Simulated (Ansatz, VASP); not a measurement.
**Two plane-wave programs on ZrB**

```
Zr B
1.0
     0.00000    2.32500    2.32500
     2.32500    0.00000    2.32500
     2.32500    2.32500    0.00000
Zr B
1 1
Direct
  0.00000 0.00000 0.00000
  0.45968 0.45968 0.54032
```

Change from the starting cell: all B atoms moved +0.188 Å, as atom 2 towards its neighbour atom 1 (Zr) at 2.325 Å.

Alike in both runs: task single point; functional PBEsol; k mesh 18 × 18 × 18; occupations gaussian, width 0.15 eV; no spin polarisation.

|  | VASP | Ansatz |
| --- | --- | --- |
| version | VASP 6.6.1 | Ansatz 0.2.0 |
| potentials or method | VASP PAW PBE potentials, release 64 (Zr_sv, B), cutoff 520 eV | scalar-relativistic, plane waves, PAW |
| valence electrons in the cell | 15 | 15 |

```tsv
	VASP	Ansatz	Ansatz less VASP
gap on the k mesh at the Fermi level (eV)	none	none	-
rms of the force components (eV/Å)	1.255	1.250	-0.0059
```

VASP's potentials were made for PBE, not for PBEsol. Atom by atom the forces differ by 0.006 eV/Å (rms over components). A gap of «none» marks a metal or a gap that the smearing closes.
